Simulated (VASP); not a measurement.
# H2 in VASP: a series of runs

The runs below take H2 through single point, relaxation of the atoms, with PBEsol.

Program: VASP 6.6.1. These are calculated values, not measurements. Logs are shortened: lines on timing, memory, paths and dates and some standing lists are left out, and cuts for length are marked.

### Step 1. The cell of the first run

The cell holds a molecule in a box, 2 atoms: a = 9.000 Å, b = 9.500 Å, c = 10.000 Å, α = 90.00°, β = 90.00°, γ = 90.00°.

### Step 2. Single point, PBEsol

Contents of INCAR:

```
SYSTEM = H
PREC = Accurate
ENCUT = 520
EDIFF = 1E-7
ISMEAR = -1
SIGMA = 0.02
LREAL = .False.
LASPH = .True.
NELM = 80
ALGO = Normal
ISIF = 2
LWAVE = .False.
LCHARG = .False.
GGA = PS
NBANDS = 8
```

Contents of KPOINTS:

```
Automatic mesh
0
Gamma
  1 1 1
  0 0 0
```

Contents of POSCAR:

```
H
1.0
    9.0000000000      0.0000000000      0.0000000000
    0.0000000000      9.5000000000      0.0000000000
    0.0000000000      0.0000000000     10.0000000000
H
2
Direct
    0.5000000000      0.5000000000      0.4621100107
    0.5000000000      0.5000000000      0.5378899893
```

Potentials or basis: VASP PAW PBE potentials, release 64 (H).

The run is started by

```sh
$ cat potpaw_PBE.64/H/POTCAR > POTCAR
$ mpirun -np 1 vasp_gam > vasp.out
```

OUTCAR:

```text
SYSTEM = H
   PREC = Accurate
   ENCUT = 520
   EDIFF = 1E-7
   ISMEAR = -1
   LREAL = .False.
   LASPH = .True.
   NELM = 80
   ISIF = 2
   GGA = PS

 ion  position               nearest neighbor table
   1  0.500  0.500  0.462-   2 0.76
   2  0.500  0.500  0.538-   1 0.76

  LATTYP: Found a simple orthorhombic cell.
 ALAT       =     9.0000000000
 B/A-ratio  =     1.0555555556
 C/A-ratio  =     1.1111111111

  Lattice vectors:

 A1 = (   9.0000000000,   0.0000000000,   0.0000000000)
 A2 = (   0.0000000000,   9.5000000000,   0.0000000000)
 A3 = (   0.0000000000,   0.0000000000,  10.0000000000)

Analysis of symmetry for initial positions (statically):
=====================================================================
 Subroutine PRICEL returns:
 Original cell was already a primitive cell.

 Routine SETGRP: Setting up the symmetry group for a
 simple orthorhombic supercell.

 Subroutine GETGRP returns: Found  8 space group operations
 (whereof  8 operations were pure point group operations)
 out of a pool of  8 trial point group operations.

The static configuration has the point symmetry D_2h.

Analysis of symmetry for dynamics (positions and initial velocities):
=====================================================================
 Subroutine PRICEL returns:
 Original cell was already a primitive cell.

 Routine SETGRP: Setting up the symmetry group for a
 simple orthorhombic supercell.

 Subroutine GETGRP returns: Found  8 space group operations
 (whereof  8 operations were pure point group operations)
 out of a pool of  8 trial point group operations.

The dynamic configuration has the point symmetry D_2h.

 Subroutine INISYM returns: Found  8 space group operations
 (whereof  8 operations are pure point group operations),
 and found     1 'primitive' translations

----------------------------------------------------------------------------------------

                                     Primitive cell

  volume of cell :     855.0000

  direct lattice vectors                    reciprocal lattice vectors
     9.000000000  0.000000000  0.000000000     0.111111111  0.000000000  0.000000000
     0.000000000  9.500000000  0.000000000     0.000000000  0.105263158  0.000000000
     0.000000000  0.000000000 10.000000000     0.000000000  0.000000000  0.100000000

  length of vectors
     9.000000000  9.500000000 10.000000000     0.111111111  0.105263158  0.100000000

  position of ions in fractional coordinates (direct lattice)
     0.500000000  0.500000000  0.462110011
     0.500000000  0.500000000  0.537889989

  ion indices of the primitive-cell ions
   primitive index   ion index
                 1           1
                 2           2

----------------------------------------------------------------------------------------

 KPOINTS: Automatic mesh

Automatic generation of k-mesh.
 Grid dimensions read from file:
 generate k-points for:    1    1    1

 Generating k-lattice:

  Cartesian coordinates                     Fractional coordinates (reciprocal lattice)
     0.111111111  0.000000000  0.000000000     1.000000000  0.000000000  0.000000000
     0.000000000  0.105263158  0.000000000     0.000000000  1.000000000  0.000000000
     0.000000000  0.000000000  0.100000000     0.000000000  0.000000000  1.000000000

  Length of vectors
     0.111111111  0.105263158  0.100000000

  Shift w.r.t. Gamma in fractional coordinates (k-lattice)
     0.000000000  0.000000000  0.000000000

 Subroutine IBZKPT returns following result:
 ===========================================

 Found      1 irreducible k-points:

 Following reciprocal coordinates:
            Coordinates               Weight
  0.000000  0.000000  0.000000      1.000000
   k-points           NKPTS =      1   k-points in BZ     NKDIM =      1   number of bands    NBANDS=      8
   number of dos      NEDOS =    301   number of ions     NIONS =      2
   total plane-waves  NPLWV = 403200
   dimension x,y,z NGX =    70 NGY =   72 NGZ =   80
   dimension x,y,z NGXF=   140 NGYF=  144 NGZF=  160
   ions per type =               2
   NGX,Y,Z   is equivalent  to a cutoff of  12.93, 12.60, 13.30 a.u.
   NGXF,Y,Z  is equivalent  to a cutoff of  25.86, 25.20, 26.60 a.u.
 SYSTEM =  H
   PREC   = accura    normal or accurate (medium, high low for compatibility)
   ISTART =      0    job   : 0-new  1-cont  2-samecut
   ICHARG =      2    charge: 1-file 2-atom 10-const
   ISPIN  =      1    spin polarized calculation?
   LNONCOLLINEAR =      F non collinear calculations
   LSORBIT =      F    spin-orbit coupling
   LASPH  =      T    aspherical Exc in radial PAW
   ENCUT  =  520.0 eV  38.22 Ry    6.18 a.u.  16.73 17.66 18.59*2*pi/ulx,y,z
   NELM   =     80;   NELMIN=  2; NELMDL= -5     # of ELM steps
   EDIFF  = 0.1E-06   stopping-criterion for ELM
   LREAL  =      F    real-space projection
   EDIFFG = 0.1E-05   stopping-criterion for IOM
   NSW    =      0    number of steps for IOM
   IBRION =     -1    ionic relax: 0-MD 1-quasi-New 2-CG
   NFREE  =      0    steps in history (QN), initial steepest desc. (CG)
   ISIF   =      2    stress and relaxation
   ISYM   =      2    0-nonsym 1-usesym 2-fastsym
   POTIM  = 0.5000    time-step for ionic-motion
   TEBEG  =    0.0;   TEEND  =   0.0 temperature during run
   PSTRESS=    0.0 pullay stress
   NELECT =       2.0000    total number of electrons
   NUPDOWN=      -1.0000    fix difference up-down
   EMIN   =  10.00;   EMAX   =-10.00  energy-range for DOS
   EFERMI =   0.00;   METHOD = LEGACY
   ISMEAR =    -1;   SIGMA  =   0.02  broadening in eV -4-tet -1-fermi 0-gaus
   EFERMI_NEDOS =   21; number of points for ismear=-14 and -15
   IALGO  =     38    algorithm
   IMIX   =      4    mixing-type and parameters
     AMIX     =   0.40;   BMIX     =  1.00
     AMIX_MAG =   1.60;   BMIX_MAG =  1.00
  volume/ion in A,a.u.               =     427.50      2884.91
  Fermi-wavevector in a.u.,A,eV,Ry     =   0.217318  0.410672  0.642565  0.047227
  Thomas-Fermi vector in A             =   0.994036
   LORBIT       =      0    0 simple, 1 ext, 2 COOP (PROOUT), +10 PAW based schemes
   GGA     = PS    functional components
   LHFCALC =     F    Hartree Fock is set to
   AEXX    =    0.0000 exact exchange contribution
   IVDW    =     0    specifies the selected vdW correction
   LEPSILON=     F    determine dielectric tensor
   LRPA    =     F    only Hartree local field effects (RPA)
 non-spin polarized calculation
  energy-cutoff  :      520.00
  volume of cell :      855.00
 maximum number of plane-waves:     11510
 NGX is ok and might be reduce to    70
   NGX = 33   NGY = 35   NGZ = 37

 number of electron       2.0000001 magnetization

 Free energy of the ion-electron system (eV)
  ---------------------------------------------------
  ext. energy  EPLUGINS =         0.00000000
  ---------------------------------------------------
  free energy    TOTEN  =        -6.51345005 eV

  energy without entropy =       -6.51345005  energy(sigma->0) =       -6.51345005

 E-fermi :  -9.6141     XC(G=0):  -0.4247

 val. band max:      -10.1071942129   @ k =   0.0000   0.0000   0.0000
 cond. band min:      -0.1663881933   @ k =   0.0000   0.0000   0.0000
 fundamental gap:      9.9408060196
 Fermi energy:        -9.6141480370

 k-point     1 :       0.0000    0.0000    0.0000
  band No.  band energies     occupation
      1     -10.1072      2.00000
      2      -0.1664      0.00000
      3       0.4251      0.00000
      4       1.0740      0.00000
      5       1.2076      0.00000
      6       1.3755      0.00000
      7       1.5356      0.00000
      8       1.7249      0.00000

------------------------ aborting loop because EDIFF is reached ----------------------------------------

  FORCE on cell =-STRESS in cart. coord.  units (eV):
  Direction    XX          YY          ZZ          XY          YZ          ZX
  --------------------------------------------------------------------------------------
  -------------------------------------------------------------------------------------
  Total       -0.0257402     -0.0250113     -0.0168292      0.0000000      0.0000000      0.0000000
  in kB       -0.0482344     -0.0468684     -0.0315360      0.0000000      0.0000000      0.0000000
  external PRESSURE =      -0.0422129 kB  Pullay stress =       0.0000000 kB

 VOLUME and BASIS-vectors are now :
 -----------------------------------------------------------------------------
  energy-cutoff  :      520.00
  volume of cell :      855.00
      direct lattice vectors                 reciprocal lattice vectors
     9.000000000  0.000000000  0.000000000     0.111111111  0.000000000  0.000000000
     0.000000000  9.500000000  0.000000000     0.000000000  0.105263158  0.000000000
     0.000000000  0.000000000 10.000000000     0.000000000  0.000000000  0.100000000

 POSITION                                       TOTAL-FORCE (eV/Angst)
 -----------------------------------------------------------------------------------
      4.50000      4.75000      4.62110         0.000000      0.000000     -0.018935
      4.50000      4.75000      5.37890         0.000000      0.000000      0.018935
 -----------------------------------------------------------------------------------
    total drift:                                0.000000      0.000000      0.000000

  FREE ENERGIE OF THE ION-ELECTRON SYSTEM (eV)
  ---------------------------------------------------
  free  energy   TOTEN  =        -6.5134500469 eV

  energy  without entropy=       -6.5134500469  energy(sigma->0) =       -6.51345005
```

It took 70 s on 1 thread of Intel Xeon 8259CL, shared host; peak memory 0.66 GiB.

Results:

```
Free energy                     : -6.5135 eV
Largest force                   : 0.019 eV/Å
Gap between the frontier levels : 9.94 eV
```

Forces on the atoms (eV/Å):
```
H    0.000  0.000 -0.019
H    0.000  0.000  0.019
```

Caveat: the PAW data sets were made with another functional, which shifts forces and pressure a little.

### Step 3. Relaxation of the atoms, PBEsol

Contents of INCAR:

```
PREC = Accurate ; ENCUT = 520
EDIFF = 1E-6 ; ISMEAR = -1
SIGMA = 0.02 ; LREAL = False
LASPH = True ; NELM = 80
ALGO = Normal ; ISIF = 2
LWAVE = False ; LCHARG = False
GGA = PS ; IBRION = 2
NSW = 60 ; EDIFFG = -0.02
```

Contents of KPOINTS:

```
regular mesh
0
Gamma
  1 1 1
```

Contents of POSCAR:

```
H
1.0
    9.0000000000      0.0000000000      0.0000000000
    0.0000000000      9.5000000000      0.0000000000
    0.0000000000      0.0000000000     10.0000000000
H
2
Direct
    0.5000000000      0.5000000000      0.4625000000
    0.5000000000      0.5000000000      0.5375000000
```

Potentials or basis: VASP PAW PBE potentials, release 64 (H).

The run is started by

```sh
$ cat potpaw_PBE.64/H/POTCAR > POTCAR
$ mpirun -np 1 vasp_gam > vasp.out
```

OUTCAR:

```text
PREC = Accurate
   ENCUT = 520
   EDIFF = 1E-6
   ISMEAR = -1
   LREAL = False
   LASPH = True
   NELM = 80
   ISIF = 2
   GGA = PS
   IBRION = 2
   NSW = 60
   EDIFFG = -0.02

 ion  position               nearest neighbor table
   1  0.500  0.500  0.462-   2 0.75
   2  0.500  0.500  0.538-   1 0.75

  LATTYP: Found a simple orthorhombic cell.
 ALAT       =     9.0000000000
 B/A-ratio  =     1.0555555556
 C/A-ratio  =     1.1111111111

  Lattice vectors:

 A1 = (   9.0000000000,   0.0000000000,   0.0000000000)
 A2 = (   0.0000000000,   9.5000000000,   0.0000000000)
 A3 = (   0.0000000000,   0.0000000000,  10.0000000000)

Analysis of symmetry for initial positions (statically):
=====================================================================
 Subroutine PRICEL returns:
 Original cell was already a primitive cell.

 Routine SETGRP: Setting up the symmetry group for a
 simple orthorhombic supercell.

 Subroutine GETGRP returns: Found  8 space group operations
 (whereof  8 operations were pure point group operations)
 out of a pool of  8 trial point group operations.

The static configuration has the point symmetry D_2h.

Analysis of symmetry for dynamics (positions and initial velocities):
[... 126 lines left out ...]
--------------------------------------- Ionic step        1  -------------------------------------------

 number of electron       2.0000001 magnetization

 Free energy of the ion-electron system (eV)
  ---------------------------------------------------
  ext. energy  EPLUGINS =         0.00000000
  ---------------------------------------------------
  free energy    TOTEN  =        -6.51226739 eV

  energy without entropy =       -6.51226739  energy(sigma->0) =       -6.51226739

------------------------ aborting loop because EDIFF is reached ----------------------------------------

  FORCE on cell =-STRESS in cart. coord.  units (eV):
  Direction    XX          YY          ZZ          XY          YZ          ZX
  --------------------------------------------------------------------------------------
  -------------------------------------------------------------------------------------
  Total       -0.0260191     -0.0253032      0.1827484      0.0000000      0.0000000      0.0000000
  in kB       -0.0487570     -0.0474155      0.3424506      0.0000000      0.0000000      0.0000000
  external PRESSURE =       0.0820927 kB  Pullay stress =       0.0000000 kB
[... 59 lines left out ...]
--------------------------------------- Ionic step        3  -------------------------------------------

 number of electron       2.0000001 magnetization

 Free energy of the ion-electron system (eV)
  ---------------------------------------------------
  ext. energy  EPLUGINS =         0.00000000
  ---------------------------------------------------
  free energy    TOTEN  =        -6.51345477 eV

  energy without entropy =       -6.51345477  energy(sigma->0) =       -6.51345477

 E-fermi :  -9.5916     XC(G=0):  -0.4289

 val. band max:      -10.1044625951   @ k =   0.0000   0.0000   0.0000
 cond. band min:      -0.1680572958   @ k =   0.0000   0.0000   0.0000
 fundamental gap:      9.9364052993
 Fermi energy:        -9.5916178732

 k-point     1 :       0.0000    0.0000    0.0000
  band No.  band energies     occupation
      1     -10.1045      2.00000
      2      -0.1681      0.00000
      3       0.4247      0.00000
      4       1.0749      0.00000
      5       1.2078      0.00000
[... 27 lines left out ...]
  FREE ENERGIE OF THE ION-ELECTRON SYSTEM (eV)
  ---------------------------------------------------
  free  energy   TOTEN  =        -6.5134547678 eV

  energy  without entropy=       -6.5134547678  energy(sigma->0) =       -6.51345477

 reached required accuracy - stopping structural energy minimisation
```

CONTCAR:

```text
H
   1.00000000000000
     9.0000000000000000    0.0000000000000000    0.0000000000000000
     0.0000000000000000    9.5000000000000000    0.0000000000000000
     0.0000000000000000    0.0000000000000000   10.0000000000000000
  H
     2
Direct
     0.5000000000000000    0.5000000000000000    0.4620812258531067
     0.5000000000000000    0.5000000000000000    0.5379187741468933

  0.00000000E+00  0.00000000E+00  0.00000000E+00
  0.00000000E+00  0.00000000E+00  0.00000000E+00
```

Run time: 2.1 min. Hardware: 1 thread of Intel Xeon 8259CL, shared host; peak memory 0.76 GiB.

Results:

```
Free energy                     : -6.5135 eV
Energy gained by relaxing       : 0.6 meV/atom
Ionic steps                     : 3
Gap between the frontier levels : 9.94 eV
```

The path:
```csv
step,energy change (eV),largest force (eV/Å),pressure (GPa)
1,0.0000,0.2863,0.01
2,0.0047,0.6032,-0.03
3,-0.0012,0.0003,-0.01
```

Final structure:
```cif
data_structure
_symmetry_space_group_name_H-M 'P 1'
_symmetry_Int_Tables_number 1
_cell_length_a 9.0000
_cell_length_b 9.5000
_cell_length_c 10.0000
_cell_angle_alpha 90.000
_cell_angle_beta 90.000
_cell_angle_gamma 90.000
_cell_volume 855.00
loop_
_atom_site_label
_atom_site_type_symbol
_atom_site_fract_x
_atom_site_fract_y
_atom_site_fract_z
_atom_site_occupancy
H1 H 0.50000 0.50000 0.46208 1
H2 H 0.50000 0.50000 0.53792 1
```

Caveat: the PAW data sets were made with another functional, which shifts forces and pressure a little.
